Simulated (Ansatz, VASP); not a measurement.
## PbO: VASP beside Ansatz

```
Pb O
1.0
     0.00000    2.65836    2.65836
     2.65836    0.00000    2.65836
     2.65836    2.65836    0.00000
Pb O
1 1
Direct
  0.00000 0.00000 0.00000
  0.50000 0.50000 0.50000
```

Change from the starting cell: volume scaled by 1.03, PAW files.

Alike in both runs: task electric field gradients; functional PBE; k mesh 12 × 12 × 12; occupations fermi-dirac, width 0.05 eV; no spin polarisation.

|  | VASP | Ansatz |
| --- | --- | --- |
| version | VASP 6.6.1 | Ansatz 0.2.0 |
| potentials or method | VASP PAW PBE potentials, release 64 (Pb_d, O) | PAW with Ansatz's default frozen-core files, scalar-relativistic |
| plane-wave cutoff (eV) | 520 | 420 |
| valence electrons in the cell | 20 | 20 |

Ansatz gave:

```
pressure (GPa) : -2.4
```

Task: What did VASP give for the same quantities?

Result: Pressure (GPa): -2.5.

With one functional, cell and mesh, what is left measures potentials, basis and numerics.

Spin-orbit coupling is off throughout.
